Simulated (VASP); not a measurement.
Crystal: BaTiO3.

```
CELL_PARAMETERS angstrom
2.82737 1.63238 2.31839
-2.82737 1.63238 2.31839
0.00000 -3.26476 2.31839
ATOMIC_POSITIONS crystal
Ba 0.00000 0.00000 0.00000
Ti 0.48450 0.48450 0.48450
O 0.50860 0.50860 0.01750
O 0.01750 0.50860 0.50860
O 0.50860 0.01750 0.50860
```

Base run:

| Property | Result |
| --- | --- |
| Program | VASP 6.6.1 |
| Functional | PBEsol |
| Potentials or basis | VASP PAW PBE potentials, release 64 (Ba_sv, Ti_sv, O_h) |
| Cutoff | 910 eV |
| k mesh | 6 × 6 × 6 |
| Occupations | methfessel-paxton, width 0.05 eV |
| Spin | no spin polarisation |

Its results: band gap on the k mesh 2.34 eV, indirect (least direct gap 2.74 eV); pressure 0.2 GPa; largest force 0.123 eV/Å.

The run is repeated on the same cell with these changes: potentials or basis from VASP PAW PBE potentials, release 64 (Ba_sv, Ti_sv, O_h) to VASP PAW PBE potentials, release 64 (Ba_sv, Ti_sv, O); cutoff from 910 eV to 520 eV; further incar settings from ALGO = Normal; EDIFF = 1e-06; NBANDS = 28 to ALGO = Normal; EDIFF = 1e-07; NBANDS = 28. What comes out?

Band gap on the k mesh 2.34 eV, indirect (least direct gap 2.74 eV); pressure 0.6 GPa; largest force 0.142 eV/Å.

Caveats: the PAW data sets were made with another functional, which shifts forces and pressure a little; spin-orbit coupling is left out, which moves the levels of the heavy elements; the cutoff is under 1.25 times the usual one of these potentials, so pressure, stress and relaxed cells hold a basis-set (Pulay) error (some runs).

A k mesh can miss the band edges.
